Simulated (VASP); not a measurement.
A run of VASP 6.6.1 is set up as follows.

Contents of INCAR:

```
PREC     = Accurate       # precision mode
ENCUT    = 520            # plane-wave cutoff, eV
EDIFF    = 1E-6           # SCF threshold, eV
ISMEAR   = 0              # smearing method
SIGMA    = 0.01           # smearing width, eV
LREAL    = F              # projectors in reciprocal space
LASPH    = T              # aspherical terms in the spheres
NELM     = 100            # most SCF steps
ALGO     = Normal         # electronic algorithm
ISIF     = 2              # what is computed and relaxed
LWAVE    = F              # write WAVECAR
LCHARG   = F              # write CHGCAR
GGA      = CA             # functional
NBANDS   = 11             # bands
```

Contents of KPOINTS:

```
regular mesh
0
Gamma
  9 9 9
```

File POSCAR:

```
Ba
1.0
   -2.3789385306      2.3789385306      2.3789385306
    2.3789385306     -2.3789385306      2.3789385306
    2.3789385306      2.3789385306     -2.3789385306
Ba
1
Direct
    0.0000000000      0.0000000000      0.0000000000
```

Potentials or basis: VASP PAW LDA potentials, release 64 (Ba_sv).

Run with:

```sh
$ cat potpaw_LDA.64/Ba_sv/POTCAR > POTCAR
$ mpirun -np 1 vasp_std > vasp.out
```

Problem. What does it give for the band gap on the k mesh?

Solution. Zero (band 5 reaches 2.57 eV, above the bottom of band 6 at 1.31 eV).

Problem. Predict the pressure.

Solution. 0.1 GPa.

Caveat: spin-orbit coupling is left out, which moves the levels of the heavy elements.
